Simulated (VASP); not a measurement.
Cd2I3, 5 atoms in the cell. The structure is orthorhombic, space group Pmmm (No. 47). Conventional cell: a = 5.127 Å, b = 6.308 Å, c = 7.604 Å, α = 90.00°, β = 90.00°, γ = 90.00°. Cd (site symmetry mmm) has 2 Cd at 3.15 Å and 4 I at 4.06 Å within 4.1 Å. Cd (site symmetry mmm) has 2 I at 2.56 Å and 2 Cd at 3.15 Å within 3.4 Å. I (site symmetry mmm) has 2 Cd at 2.56 Å within 3.4 Å. Within 3.4 Å of I (site symmetry mmm) lie 2 I at 2.56 Å. Within 3.4 Å of I (site symmetry mmm) lie 2 I at 2.56 Å. The cell was generated, and may not be a known phase.

| Quantity | Value |
| --- | --- |
| Program | VASP 6.6.1 |
| Task | relaxation of cell and atoms |
| Functional | PBE |
| Potentials or basis | VASP PAW PBE potentials, release 64 (Cd, I) |
| Cutoff | 600 eV |
| k mesh | 4 × 4 × 2 |
| Occupations | gaussian, width 0.1 eV |
| Spin | no spin polarisation |
| Dipole correction | no |
| Further INCAR settings | ALGO = Normal; EDIFF = 1e-06; IBRION = 2; EDIFFG = -0.04; NSW = 90; ISIF = 3 |

Potentials or basis: VASP PAW PBE potentials, release 64 (Cd, I).

Run with:

```bash
$ cat potpaw_PBE.64/Cd/POTCAR potpaw_PBE.64/I/POTCAR > POTCAR
$ mpirun -np 1 vasp_std > vasp.out
```

Hardware: 1 thread of Intel Xeon 8259CL, on a shared host.

Q: How long does it take, and how much memory?

A: Wall time 49 min on 1 thread of Intel Xeon 8259CL, with other jobs on the host, peak memory 0.47 GiB. Counts: scf iterations 131, k points 18, ion steps 13.
